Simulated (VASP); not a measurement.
**MgF2: density of states with PBE**

The system is MgF2.

```
Mg F
1.0
     4.62130    0.00000    0.00000
     0.00000    4.62130    0.00000
     0.00000    0.00000    3.01590
Mg F
2 4
Direct
  0.00000 0.00000 0.00000
  0.50000 0.50000 0.50000
  0.30280 0.30280 0.00000
  0.19720 0.80280 0.50000
  0.69720 0.69720 0.00000
  0.80280 0.19720 0.50000
```

* Program: VASP 6.6.1
* Task: density of states
* Functional: PBE
* Potentials or basis: VASP PAW PBE potentials, release 64 (Mg, F)
* Cutoff: 520 eV
* k mesh: 6 × 6 × 8
* Occupations: fermi-dirac, width 0.01 eV
* Spin: no spin polarisation
* Dipole correction: no
* k mesh for the DOS: 9 × 9 × 12
* Occupations for the DOS: tetrahedron
* Further INCAR settings: ALGO = Normal; EDIFF = 1e-06

```
Valence electrons inside the program's atomic spheres : Mg 0.37; F 6.17
```

Levels at points of the mesh, in eV from the valence-band top:
```tsv
k point	band 14	band 15	band 16	band 17	band 18	band 19
(0.00, 0.00, 0.00)	-0.33	-0.33	0.00	7.20	12.37	12.37
(0.00, 0.00, 0.50)	-1.17	-0.87	-0.87	12.01	12.01	15.11
```

Wall time 87 s on 1 thread of Intel(R) Xeon(R) Platinum 8375C CPU @ 2.90GHz (Ice Lake), with other jobs on the host, peak memory 0.24 GiB.
